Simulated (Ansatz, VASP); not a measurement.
This is a calculation of Si2Ni for Ansatz 0.2.0.

The input input.yaml:

```yaml
crystal:
  lattice:
    - [0.0, 2.6848585138, 2.6848585138]
    - [2.6848585138, 0.0, 2.6848585138]
    - [2.6848585138, 2.6848585138, 0.0]
  atoms:
    - { symbol: Ni, position: [0.0, 0.0, 0.0], spin: 1.0 }
    - { symbol: Si, position: [0.75, 0.75, 0.75] }
    - { symbol: Si, position: [0.25, 0.25, 0.25] }
hamiltonian:
  xc: lda
  pseudopotentials: { kind: paw }
magnetization:
  spin_polarized: true
kpoints:
  mp_grid: { grid: [9, 9, 9] }
scf:
  occupations: { method: fermi_dirac, width: 0.05 }
output:
  forces: true
  stress: true
  eigenvalues: true
```

Potentials or basis: Ansatz PAW.

Launch:

```console
$ ansatz run input.yaml --threads 1 --pin off --max-ram 3584MiB --backend cpu --events-out ev --progress --plain --runs-dir out
```

Problem. Set up the same calculation for VASP 6.6.1. Potentials there: VASP PAW LDA potentials, release 64 (Ni, Si).

Solution. As run (the cutoff follows the program's own potentials):

File INCAR:

```
  ALGO = Normal
  EDIFF = 1E-6
  ENCUT = 600
  GGA_COMPAT = F
  ISIF = 2
  ISMEAR = -1
  ISPIN = 2
  LASPH = T
  LCHARG = F
  LMAXMIX = 4
  LORBIT = 11
  LREAL = F
  LWAVE = F
  MAGMOM = 1 0 0
  NBANDS = 20
  NELM = 200
  PREC = Accurate
  SIGMA = 0.05
```

Contents of KPOINTS:

```
k-points
0
Gamma
  9 9 9
```

POSCAR

```
Si2Ni
1.0
    0.0000000000      2.6848585138      2.6848585138
    2.6848585138      0.0000000000      2.6848585138
    2.6848585138      2.6848585138      0.0000000000
Ni Si
1 2
Direct
    0.0000000000      0.0000000000      0.0000000000
    0.7500000000      0.7500000000      0.7500000000
    0.2500000000      0.2500000000      0.2500000000
```

Potentials or basis: VASP PAW LDA potentials, release 64 (Ni, Si).

Launch:

```sh
$ cat potpaw_LDA.64/Ni/POTCAR potpaw_LDA.64/Si/POTCAR > POTCAR
$ mpirun -np 1 vasp_std > vasp.out
```

Both were run:

|  | VASP | Ansatz | Ansatz less VASP |
| --- | --- | --- | --- |
| gap on the k mesh at the Fermi level (eV) | none | none | - |
| pressure (GPa) | -1.1 | -1.3 | -0.14 |
| net moment per atom (μB) | 0.00 | 0.00 | 0.000 |

LDA's correlation is that of Perdew and Zunger in VASP and of Perdew and Wang (1992) in Ansatz. A gap of «none» marks a metal or a gap that the smearing closes. VASP's potentials hold 18 valence electrons a cell and Ansatz's 26, so a difference there can come from the potentials and not from the codes.
